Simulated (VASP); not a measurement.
Zn, 1 atom in the cell. It takes space group Fm-3m (No. 225, cubic). Conventional cell: a = 3.915 Å, b = 3.915 Å, c = 3.915 Å, α = 90.00°, β = 90.00°, γ = 90.00°. Within 3.6 Å of Zn (site symmetry m-3m) lie 12 Zn at 2.77 Å. 

```yaml
Program: VASP 6.6.1
Task: single point
Functional: PBE
Potentials_or_basis: VASP PAW PBE potentials, release 64 (Zn)
Cutoff: 500 eV
k_mesh: 6 × 6 × 6
Occupations: gaussian, width 0.02 eV
Spin: no spin polarisation
Dipole_correction: no
Further_INCAR_settings: ALGO = Normal; EDIFF = 1e-06; NBANDS = 12
```

Potentials or basis: VASP PAW PBE potentials, release 64 (Zn).

Launch:

```console
$ cat potpaw_PBE.64/Zn/POTCAR > POTCAR
$ mpirun -np 1 vasp_std > vasp.out
```

Hardware: 1 thread of Intel(R) Xeon(R) Platinum 8488C (Sapphire Rapids), with other jobs on the host.

Task: How long does it take, and how much memory?

Result: Wall time 3.6 s on 1 thread of Intel(R) Xeon(R) Platinum 8488C (Sapphire Rapids), with other jobs on the host, peak memory 0.12 GiB. Counts: scf iterations 10, k points 16.
